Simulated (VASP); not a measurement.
# C (R-3m) in VASP: a series of runs

Runs on C. Level: LDA. Tasks: single point.

Everything below comes from runs of VASP 6.6.1. Logs are shortened: lines on timing, memory, paths and dates and some standing lists are left out, and cuts for length are marked.

### Step 1. The cell of the first run

It takes space group R-3m (No. 166, trigonal). The conventional cell has a = 2.456 Å, b = 2.456 Å, c = 8.535 Å, α = 90.00°, β = 90.00°, γ = 120.00°. Within 1.9 Å of C (site symmetry 3m) lie 3 C at 1.42 Å.

### Step 2. Single point, LDA (strain -0.1500 x Voigt [0, 0, 1, 0, 0, 0])

The input, INCAR:

```
ALGO = Normal
EDIFF = 1E-6
ENCUT = 600
GGA = CA
GGA_COMPAT = F
ISIF = 2
ISMEAR = 0
LASPH = T
LCHARG = F
LREAL = F
LWAVE = F
NBANDS = 11
NELM = 120
PREC = Accurate
SIGMA = 0.05
```

The input, KPOINTS:

```
k-points
0
Gamma
  12 12 12
```

The input, POSCAR:

```
C
1.0
    1.2280263465      0.7090013417      2.8449592135
   -1.2280263465      0.7090013417      2.8449592135
    0.0000000000     -1.4180026834      2.8449592135
C
2
Direct
    0.1640000000      0.1640000000      0.1640000000
    0.8360000000      0.8360000000      0.8360000000
```

Potentials or basis: VASP PAW LDA potentials, release 64 (C).

The run is started by

```
$ cat potpaw_LDA.64/C/POTCAR > POTCAR
$ mpirun -np 1 vasp_std > vasp.out
```

OUTCAR:

```text
EDIFF = 1E-6
   ENCUT = 600
   GGA = CA
   ISIF = 2
   ISMEAR = 0
   LASPH = T
   LREAL = F
   NELM = 120
   PREC = Accurate

 ion  position               nearest neighbor table
   1  0.164  0.164  0.164-   2 1.42   2 1.42   2 1.42
   2  0.836  0.836  0.836-   1 1.42   1 1.42   1 1.42

  LATTYP: Found a trigonal (rhomboedric) cell.
 ALAT       =     3.1787614784
 COS(alpha) =     0.7015102092

  Lattice vectors:

 A1 = (   1.2280263465,   0.7090013417,   2.8449592135)
 A2 = (  -1.2280263465,   0.7090013417,   2.8449592135)
 A3 = (   0.0000000000,  -1.4180026834,   2.8449592135)

Analysis of symmetry for initial positions (statically):
=====================================================================
 Subroutine PRICEL returns:
 Original cell was already a primitive cell.

 Routine SETGRP: Setting up the symmetry group for a
 trigonal (rhombohedral) supercell.

 Subroutine GETGRP returns: Found 12 space group operations
 (whereof 12 operations were pure point group operations)
 out of a pool of 12 trial point group operations.

The static configuration has the point symmetry D_3d.

Analysis of symmetry for dynamics (positions and initial velocities):
=====================================================================
 Subroutine PRICEL returns:
 Original cell was already a primitive cell.

 Routine SETGRP: Setting up the symmetry group for a
 trigonal (rhombohedral) supercell.

 Subroutine GETGRP returns: Found 12 space group operations
 (whereof 12 operations were pure point group operations)
 out of a pool of 12 trial point group operations.

The dynamic configuration has the point symmetry D_3d.

 Subroutine INISYM returns: Found 12 space group operations
 (whereof 12 operations are pure point group operations),
 and found     1 'primitive' translations

----------------------------------------------------------------------------------------

                                     Primitive cell

  volume of cell :      14.8622

  direct lattice vectors                    reciprocal lattice vectors
     1.228026347  0.709001342  2.844959214     0.407157388  0.235072428  0.117166296
    -1.228026347  0.709001342  2.844959214    -0.407157388  0.235072428  0.117166296
     0.000000000 -1.418002683  2.844959214     0.000000000 -0.470144855  0.117166296

  length of vectors
     3.178761478  3.178761478  3.178761478     0.484524639  0.484524639  0.484524639

  position of ions in fractional coordinates (direct lattice)
     0.164000000  0.164000000  0.164000000
     0.836000000  0.836000000  0.836000000

  ion indices of the primitive-cell ions
   primitive index   ion index
                 1           1
                 2           2

----------------------------------------------------------------------------------------

 KPOINTS: k-points

Automatic generation of k-mesh.
 Grid dimensions read from file:
 generate k-points for:   12   12   12

 Generating k-lattice:

  Cartesian coordinates                     Fractional coordinates (reciprocal lattice)
     0.033929782  0.019589369  0.009763858     0.083333333  0.000000000 -0.000000000
    -0.033929782  0.019589369  0.009763858     0.000000000  0.083333333 -0.000000000
     0.000000000 -0.039178738  0.009763858    -0.000000000 -0.000000000  0.083333333

  Length of vectors
     0.040377053  0.040377053  0.040377053

  Shift w.r.t. Gamma in fractional coordinates (k-lattice)
     0.000000000  0.000000000  0.000000000

 Subroutine IBZKPT returns following result:
 ===========================================

 Found    189 irreducible k-points:

 Following reciprocal coordinates:
            Coordinates               Weight
  0.000000  0.000000  0.000000      1.000000
  0.083333 -0.000000  0.000000      6.000000
  0.166667 -0.000000  0.000000      6.000000
  0.250000 -0.000000  0.000000      6.000000
  0.333333 -0.000000  0.000000      6.000000
  0.416667 -0.000000  0.000000      6.000000
[... 16 lines left out ...]
  0.500000  0.166667  0.000000     12.000000
 -0.416667  0.166667 -0.000000     12.000000
 [... further k-points ...]
   k-points           NKPTS =    189   k-points in BZ     NKDIM =    189   number of bands    NBANDS=     11
   number of dos      NEDOS =    301   number of ions     NIONS =      2
   total plane-waves  NPLWV =  21952
   dimension x,y,z NGX =    28 NGY =   28 NGZ =   28
   dimension x,y,z NGXF=    56 NGYF=   56 NGZF=   56
   ions per type =               2
   NGX,Y,Z   is equivalent  to a cutoff of  14.64, 14.64, 14.64 a.u.
   NGXF,Y,Z  is equivalent  to a cutoff of  29.29, 29.29, 29.29 a.u.
 SYSTEM =  unknown system
   PREC   = accura    normal or accurate (medium, high low for compatibility)
   ISTART =      0    job   : 0-new  1-cont  2-samecut
   ICHARG =      2    charge: 1-file 2-atom 10-const
   ISPIN  =      1    spin polarized calculation?
   LNONCOLLINEAR =      F non collinear calculations
   LSORBIT =      F    spin-orbit coupling
   LASPH  =      T    aspherical Exc in radial PAW
   ENCUT  =  600.0 eV  44.10 Ry    6.64 a.u.   6.35  6.35  6.35*2*pi/ulx,y,z
   NELM   =    120;   NELMIN=  2; NELMDL= -5     # of ELM steps
   EDIFF  = 0.1E-05   stopping-criterion for ELM
   LREAL  =      F    real-space projection
   EDIFFG = 0.1E-04   stopping-criterion for IOM
   NSW    =      0    number of steps for IOM
   IBRION =     -1    ionic relax: 0-MD 1-quasi-New 2-CG
   NFREE  =      0    steps in history (QN), initial steepest desc. (CG)
   ISIF   =      2    stress and relaxation
   ISYM   =      2    0-nonsym 1-usesym 2-fastsym
   POTIM  = 0.5000    time-step for ionic-motion
   TEBEG  =    0.0;   TEEND  =   0.0 temperature during run
   PSTRESS=    0.0 pullay stress
   NELECT =       8.0000    total number of electrons
   NUPDOWN=      -1.0000    fix difference up-down
   EMIN   =  10.00;   EMAX   =-10.00  energy-range for DOS
   EFERMI =   0.00;   METHOD = LEGACY
   ISMEAR =     0;   SIGMA  =   0.05  broadening in eV -4-tet -1-fermi 0-gaus
   EFERMI_NEDOS =   21; number of points for ismear=-14 and -15
   IALGO  =     38    algorithm
   IMIX   =      4    mixing-type and parameters
     AMIX     =   0.40;   BMIX     =  1.00
     AMIX_MAG =   1.60;   BMIX_MAG =  1.00
  volume/ion in A,a.u.               =       7.43        50.15
  Fermi-wavevector in a.u.,A,eV,Ry     =   1.331714  2.516574 24.129401  1.773461
  Thomas-Fermi vector in A             =   2.460704
   LORBIT       =      0    0 simple, 1 ext, 2 COOP (PROOUT), +10 PAW based schemes
   GGA     = CA    functional components
   LHFCALC =     F    Hartree Fock is set to
   AEXX    =    0.0000 exact exchange contribution
   IVDW    =     0    specifies the selected vdW correction
   LEPSILON=     F    determine dielectric tensor
   LRPA    =     F    only Hartree local field effects (RPA)
 non-spin polarized calculation
 Gauss-broadening in eV      SIGMA  =   0.05
  energy-cutoff  :      600.00
  volume of cell :       14.86
 maximum number of plane-waves:       507
 NGX is ok and might be reduce to    28
   NGX = 13   NGY = 13   NGZ = 13

 number of electron       8.0000000 magnetization

 Free energy of the ion-electron system (eV)
  ---------------------------------------------------
  ext. energy  EPLUGINS =         0.00000000
  ---------------------------------------------------
  free energy    TOTEN  =       -20.14503225 eV

  energy without entropy =      -20.14503225  energy(sigma->0) =      -20.14503225

 E-fermi :   6.2695     XC(G=0): -11.8296

 val. band max:        6.0144142624   @ k =  -0.1667   0.4167   0.0833
 cond. band min:       6.9606526616   @ k =  -0.1667   0.4167   0.0833
 fundamental gap:      0.9462383991
 Fermi energy:         6.2694808378

 k-point     1 :       0.0000    0.0000    0.0000
  band No.  band energies     occupation
      1     -13.5968      2.00000
      2       0.9942      2.00000
      3       3.3591      2.00000
      4       3.3591      2.00000
      5      12.1233      0.00000
      6      14.7164      0.00000
      7      14.7164      0.00000
      8      17.4535      0.00000
      9      19.6771      0.00000
     10      29.1199      0.00000
     11      33.2832      0.00000

 k-point     2 :       0.0833   -0.0000    0.0000
  band No.  band energies     occupation
      1     -13.4219      2.00000
      2       1.1288      2.00000
      3       2.7211      2.00000
      4       3.0252      2.00000
      5      12.3456      0.00000
      6      14.8128      0.00000
      7      15.4053      0.00000
      8      16.9076      0.00000
      9      19.9335      0.00000
     10      29.6426      0.00000
     11      31.4929      0.00000

 k-point     3 :       0.1667   -0.0000    0.0000
  band No.  band energies     occupation
      1     -12.8996      2.00000
      2       1.0642      2.00000
      3       1.5657      2.00000
      4       2.2425      2.00000
      5      12.9317      0.00000
      6      14.8361      0.00000
      7      15.6237      0.00000
      8      17.2304      0.00000
      9      20.7083      0.00000
     10      28.5405      0.00000
     11      29.4646      0.00000

 k-point     4 :       0.2500   -0.0000    0.0000
  band No.  band energies     occupation
      1     -12.0378      2.00000
      2      -1.0352      2.00000
      3       1.3727      2.00000
      4       2.2306      2.00000
      5      12.7295      0.00000
      6      14.7739      0.00000
      7      15.0165      0.00000
      8      19.7473      0.00000
      9      21.6828      0.00000
     10      26.5533      0.00000
     11      27.7397      0.00000

 k-point     5 :       0.3333   -0.0000    0.0000
  band No.  band energies     occupation
      1     -10.8511      2.00000
      2      -3.2833      2.00000
      3       0.6475      2.00000
      4       3.1617      2.00000
      5      10.9340      0.00000
      6      14.6744      0.00000
      7      16.2462      0.00000
      8      21.9447      0.00000
      9      22.5046      0.00000
     10      25.9801      0.00000
     11      26.5350      0.00000
[... 211 lines left out ...]
 k-point    21 :       0.3333    0.1667    0.0000
  band No.  band energies     occupation
      1     -11.3972      2.00000
      2      -1.3115      2.00000
      3      -0.0560      2.00000
      4       1.8773      2.00000
      5      12.1707      0.00000
      6      15.9272      0.00000
      7      16.7734      0.00000
      8      18.2654      0.00000
      9      22.8537      0.00000
     10      24.9429      0.00000
     11      30.9161      0.00000

 k-point    22 :       0.4167    0.1667    0.0000
  band No.  band energies     occupation
      1     -10.2057      2.00000
      2      -3.1860      2.00000
      3      -1.0210      2.00000
      4       2.7705      2.00000
      5      10.6076      0.00000
      6      16.8290      0.00000
      7      17.6803      0.00000
      8      19.1997      0.00000
      9      22.1892      0.00000
     10      26.0748      0.00000
     11      29.7387      0.00000

 k-point    23 :       0.5000    0.1667    0.0000
  band No.  band energies     occupation
      1      -8.7436      2.00000
      2      -5.2076      2.00000
      3      -1.5658      2.00000
      4       3.9439      2.00000
      5       9.0852      0.00000
      6      16.9308      0.00000
      7      17.9956      0.00000
      8      20.1567      0.00000
      9      22.5901      0.00000
     10      26.3433      0.00000
     11      29.8460      0.00000

 k-point    24 :      -0.4167    0.1667   -0.0000
  band No.  band energies     occupation
      1      -7.5535      2.00000
      2      -6.6050      2.00000
      3      -1.7556      2.00000
      4       5.1390      2.00000
      5       7.8984      0.00000
      6      16.8889      0.00000
      7      17.9801      0.00000
      8      19.5998      0.00000
      9      23.1854      0.00000
     10      26.9852      0.00000
     11      30.1730      0.00000

 [... further k-points ...]

------------------------ aborting loop because EDIFF is reached ----------------------------------------

  FORCE on cell =-STRESS in cart. coord.  units (eV):
  Direction    XX          YY          ZZ          XY          YZ          ZX
  --------------------------------------------------------------------------------------
  -------------------------------------------------------------------------------------
  Total       -0.6212850     -0.6212850      1.0655593      0.0000000      0.0000000      0.0000000
  in kB      -66.9760324    -66.9760324    114.8698809      0.0000000      0.0000000      0.0000000
  external PRESSURE =      -6.3607280 kB  Pullay stress =       0.0000000 kB

 VOLUME and BASIS-vectors are now :
 -----------------------------------------------------------------------------
  energy-cutoff  :      600.00
  volume of cell :       14.86
      direct lattice vectors                 reciprocal lattice vectors
     1.228026347  0.709001342  2.844959214     0.407157388  0.235072428  0.117166296
    -1.228026347  0.709001342  2.844959214    -0.407157388  0.235072428  0.117166296
     0.000000000 -1.418002683  2.844959214     0.000000000 -0.470144855  0.117166296

 POSITION                                       TOTAL-FORCE (eV/Angst)
 -----------------------------------------------------------------------------------
      0.00000      0.00000      1.39972         0.000000     -0.000000      0.614285
      0.00000      0.00000      7.13516         0.000000      0.000000     -0.614285
 -----------------------------------------------------------------------------------
    total drift:                                0.000000     -0.000000      0.000000

  FREE ENERGIE OF THE ION-ELECTRON SYSTEM (eV)
  ---------------------------------------------------
  free  energy   TOTEN  =       -20.1450322519 eV

  energy  without entropy=      -20.1450322519  energy(sigma->0) =      -20.14503225
```

Wall time 53 s (1 thread of AMD EPYC 7R43 (Zen 3), shared host); peak memory 0.11 GiB.

Results:

* Free energy: -20.1450 eV
* Pressure: -0.6 GPa
* Largest force: 0.614 eV/Å
* Band gap on the k mesh: 0.95 eV, direct

Forces on the atoms (eV/Å):
```
C    0.000  0.000  0.614
C    0.000  0.000 -0.614
```

Levels at points of the mesh, in eV from the valence-band top:
| k point | band 1 | band 2 | band 3 | band 4 | band 5 | band 6 | band 7 | band 8 |
| --- | --- | --- | --- | --- | --- | --- | --- | --- |
| (0.00, 0.00, 0.00) | -19.61 | -5.02 | -2.66 | -2.66 | 6.11 | 8.70 | 8.70 | 11.44 |
| (0.50, 0.00, 0.00) | -14.00 | -13.10 | -6.00 | -1.15 | 2.24 | 8.45 | 13.38 | 14.16 |
| (0.50, 0.50, 0.00) | -13.60 | -12.80 | -6.24 | -3.05 | 1.32 | 7.23 | 14.57 | 18.65 |
| (0.50, 0.50, 0.50) | -18.61 | -9.34 | -2.75 | -2.75 | 8.55 | 8.55 | 12.06 | 12.94 |

Caveat: the cell differs from its parent crystal (strain -0.1500 x Voigt [0, 0, 1, 0, 0, 0]). A k mesh can miss the band edges.

### Step 3. Single point, LDA (strain -0.1125 x Voigt [0, 0, 1, 0, 0, 0])

The input, INCAR:

```
PREC = Accurate ; ENCUT = 600
EDIFF = 1E-6 ; ISMEAR = 0
SIGMA = 0.05 ; LREAL = False
LASPH = True ; NELM = 120
ALGO = Normal ; ISIF = 2
LWAVE = False ; LCHARG = True
LELF = True ; LVHAR = True
NBANDS = 11 ; GGA_COMPAT = False
```

The input, KPOINTS:

```
regular mesh
0
Gamma
  12 12 12
```

The input, POSCAR:

```
C
1.0
    1.2280263465      0.7090013417      2.9704721200
   -1.2280263465      0.7090013417      2.9704721200
    0.0000000000     -1.4180026834      2.9704721200
C
2
Direct
    0.1640000000      0.1640000000      0.1640000000
    0.8360000000      0.8360000000      0.8360000000
```

Potentials or basis: VASP PAW LDA potentials, release 64 (C).

The run is started by

```
$ cat potpaw_LDA.64/C/POTCAR > POTCAR
$ mpirun -np 1 vasp_std > vasp.out
```

It took 56 s on 1 thread of AMD EPYC 7R43 (Zen 3), shared host; peak memory 0.11 GiB.

It converged, with:

| Property | Result |
| --- | --- |
| Free energy | -20.1819 eV |
| Pressure | -2.1 GPa |
| Largest force | 0.708 eV/Å |
| Band gap on the k mesh | 1.08 eV, indirect (least direct gap 1.23 eV) |

Forces in eV/Å, atoms in the order of the input:
```
C    0.000  0.000  0.708
C    0.000  0.000 -0.708
```

Stress tensor (GPa, compression positive):
```
-6.19  0.00  0.00
 0.00 -6.19  0.00
 0.00  0.00  5.95
```

Levels at points of the mesh, in eV from the valence-band top:
```csv
k point,band 2,band 3,band 4,band 5,band 6,band 7
"(0.00, 0.00, 0.00)",-5.27,-2.50,-2.50,5.60,8.86,8.86
"(0.50, 0.00, 0.00)",-12.88,-5.86,-1.16,2.37,8.49,13.22
"(0.50, 0.50, 0.00)",-12.65,-6.03,-2.72,1.56,7.54,14.21
"(0.50, 0.50, 0.50)",-8.88,-2.57,-2.57,8.75,8.75,12.13
```

Caveat: the cell differs from its parent crystal (strain -0.1125 x Voigt [0, 0, 1, 0, 0, 0]).
